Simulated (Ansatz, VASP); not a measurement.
**Nb in VASP and in Ansatz**

Contents of INCAR:

```
SYSTEM = Nb
PREC = Accurate ; ENCUT = 520
EDIFF = 1E-6 ; ISMEAR = 0
SIGMA = 0.15 ; LREAL = .False.
LASPH = .True. ; NELM = 80
ALGO = Fast ; ISIF = 2
LWAVE = .False. ; LCHARG = .False.
GGA = PS ; NBANDS = 12
```

KPOINTS

```
regular mesh
0
Gamma
  20 20 20
  0 0 0
```

POSCAR

```
Nb
1.0
   -1.7138685000      1.7138685000      1.6140315000
    1.7138685000     -1.7138685000      1.6140315000
    1.7138685000      1.7138685000     -1.6140315000
Nb
1
Direct
    0.0000000000      0.0000000000      0.0000000000
```

Input for Ansatz:

```yaml
crystal:
  lattice:
    - [-1.7138685, 1.7138685, 1.6140315]
    - [1.7138685, -1.7138685, 1.6140315]
    - [1.7138685, 1.7138685, -1.6140315]
  atoms:
    - { symbol: Nb, position: [0.0, 0.0, 0.0] }
basis:
  ecutwfc: 420
kpoints:
  mp_grid: { grid: [20, 20, 20] }
hamiltonian:
  xc: pbesol
scf:
  occupations: { method: gaussian, width: 0.15 }
output:
  forces: true
  stress: true
  eigenvalues: true
```

Change from the starting cell: strain +0.030 along x and y, -0.030 along z, atoms carried along.

Alike in both runs: task single point; functional PBEsol; k mesh 20 × 20 × 20; occupations gaussian, width 0.15 eV; no spin polarisation.

```csv
,VASP,Ansatz
version,VASP 6.6.1,Ansatz 0.2.0
potentials or method,"VASP PAW PBE potentials, release 64 (Nb_sv), cutoff 520 eV","scalar-relativistic, plane waves, PAW"
valence electrons in the cell,13,13
```

Ansatz gave:

```
gap on the k mesh at the Fermi level (eV)                     : none
pressure (GPa)                                                : -12.3
traceless stress, the component that is largest in VASP (GPa) : 3.06
```

Question: Estimate VASP's values.

Answer: gap on the k mesh at the Fermi level (eV): none; pressure (GPa): -12.6; traceless stress, the component that is largest in VASP (GPa): 3.05.

VASP's potentials were made for PBE, not for PBEsol. A gap of «none» marks a metal or a gap that the smearing closes. With one functional, cell and mesh, what is left measures potentials, basis and numerics.
